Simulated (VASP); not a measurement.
Crystal: Sc2BF2.

```
CELL_PARAMETERS angstrom
3.25957 0.03272 0.05961
-1.60145 2.77837 0.01235
0.37531 0.30648 20.74984
ATOMIC_POSITIONS crystal
Sc 0.03812 0.99364 0.16737
Sc 0.01443 0.09042 0.66700
Sc 0.35072 0.70968 0.40737
Sc 0.30690 0.67767 0.90386
B 0.97194 0.99378 0.49194
B 0.01497 0.97663 0.99532
F 0.05719 0.04445 0.06094
F 0.05028 0.98111 0.55996
F 0.62389 0.28617 0.35886
F 0.57156 0.24645 0.85228
```

- Program: VASP 6.6.1
- Task: relaxation of cell and atoms
- Functional: PBE
- Potentials or basis: VASP PAW PBE potentials, release 64 (Sc_sv, B, F)
- Cutoff: 600 eV
- k mesh: 6 × 6 × 1
- Occupations: gaussian, width 0.2 eV
- Spin: no spin polarisation

At the start: pressure -0.8 GPa; volume 18.89 Å³/atom.

Task: How do energy, volume and symmetry change on relaxing?

Result: Over 39 steps the energy falls by 135.2 meV/atom and the volume is 17.68 Å³/atom (-6.4 %); space group P1 (No. 1, to 0.1 Å) before and after.

Step by step:
| step | energy change (eV) | largest force (eV/Å) | pressure (GPa) | volume (Å³) |
| --- | --- | --- | --- | --- |
| 1 | 0.0000 | 3.5681 | -0.75 | 188.90 |
| 2 | -1.0467 | 0.7786 | -2.70 | 186.23 |
| 3 | -1.0487 | 0.7386 | -2.77 | 186.43 |
| 4 | -1.2200 | 0.6106 | 0.61 | 177.69 |
| 5 | -1.2204 | 0.6122 | 0.81 | 177.26 |
| 6 | -1.2762 | 0.5408 | 0.49 | 176.67 |
| 7 | -1.2762 | 0.5319 | 0.49 | 176.68 |
| 8 | -1.3044 | 0.2503 | 0.12 | 177.86 |
| 9 | -1.3060 | 0.3597 | 0.01 | 178.21 |
| 10 | -1.3221 | 0.1524 | -0.26 | 178.78 |
| 11 | -1.3263 | 0.2208 | -0.48 | 179.25 |
| 12 | -1.3363 | 0.1432 | 0.04 | 178.14 |
| 13 | -1.3364 | 0.1446 | 0.07 | 178.05 |
| 14 | -1.3404 | 0.0766 | 0.08 | 177.92 |
| 15 | -1.3409 | 0.0846 | 0.08 | 177.86 |
| 16 | -1.3425 | 0.0782 | 0.02 | 178.08 |
| 17 | -1.3426 | 0.0978 | 0.02 | 178.12 |
| 18 | -1.3439 | 0.0624 | -0.12 | 178.30 |
| 19 | -1.3441 | 0.0650 | -0.21 | 178.43 |
| 20 | -1.3453 | 0.0626 | -0.05 | 178.04 |
| 21 | -1.3458 | 0.0754 | 0.08 | 177.70 |
| 22 | -1.3469 | 0.0431 | 0.04 | 177.68 |
| 23 | -1.3475 | 0.0408 | 0.00 | 177.65 |
| 24 | -1.3476 | 0.0427 | -0.01 | 177.65 |
| 25 | -1.3483 | 0.0385 | -0.01 | 177.60 |
| 26 | -1.3485 | 0.0755 | 0.00 | 177.57 |
| 27 | -1.3491 | 0.0421 | -0.02 | 177.53 |
| 28 | -1.3493 | 0.0495 | -0.03 | 177.51 |
| 29 | -1.3493 | 0.1330 | -0.06 | 177.46 |
| 30 | -1.3494 | 0.0770 | -0.04 | 177.49 |
| 31 | -1.3500 | 0.0442 | 0.00 | 177.35 |
| 32 | -1.3504 | 0.0827 | 0.10 | 176.98 |
| 33 | -1.3505 | 0.0653 | 0.06 | 177.12 |
| 34 | -1.3510 | 0.0501 | -0.03 | 177.13 |
| 35 | -1.3510 | 0.0616 | -0.04 | 177.13 |
| 36 | -1.3515 | 0.0296 | -0.03 | 177.03 |
| 37 | -1.3517 | 0.0310 | -0.02 | 176.91 |
| 38 | -1.3517 | 0.0339 | -0.02 | 176.89 |
| 39 | -1.3520 | 0.0165 | 0.00 | 176.76 |

Final structure:
```
CELL_PARAMETERS angstrom
3.19899 0.00013 -0.04304
-1.59998 2.78391 -0.02655
-0.27758 -0.34891 19.85676
ATOMIC_POSITIONS crystal
Sc 0.05662 0.02469 0.16759
Sc 0.05672 0.05300 0.66865
Sc 0.30920 0.65725 0.41041
Sc 0.30419 0.63531 0.90954
B 0.99874 0.01191 0.49043
B 0.99562 0.98931 0.98948
F 0.01519 0.00638 0.06171
F 0.01982 0.02897 0.56267
F 0.62479 0.30797 0.35267
F 0.61910 0.28521 0.85176
```

Caveat: the k points lie up to 0.38 Å⁻¹ apart in the final cell.
